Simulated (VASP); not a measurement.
Here is a VASP 6.6.1 calculation.

File INCAR:

```
PREC = Accurate ; ENCUT = 520
EDIFF = 1E-6 ; ISMEAR = -1
SIGMA = 0.1 ; LREAL = False
LASPH = True ; NELM = 80
ALGO = Normal ; ISIF = 2
LWAVE = False ; LCHARG = False
GGA = PS ; NBANDS = 18
```

The input KPOINTS:

```
Automatic mesh
0
Gamma
  10 10 10
```

POSCAR

```
Sc
1.0
    0.0000000000      3.1498198357      3.1498198357
    3.1498198357      0.0000000000      3.1498198357
    3.1498198357      3.1498198357      0.0000000000
Sc
2
Direct
    0.1250000000      0.1250000000      0.1250000000
    0.8750000000      0.8750000000      0.8750000000
```

Potentials or basis: VASP PAW PBE potentials, release 64 (Sc_sv).

Launch:

```console
$ cat potpaw_PBE.64/Sc_sv/POTCAR > POTCAR
$ mpirun -np 1 vasp_std > vasp.out
```

Q: Estimate the band gap on the k mesh.

A: Zero (band 11 reaches 2.44 eV, above the bottom of band 12 at 1.91 eV).

Q: What does it give for the pressure?

A: 0.0 GPa.

Caveat: the PAW data sets were made with another functional, which shifts forces and pressure a little.
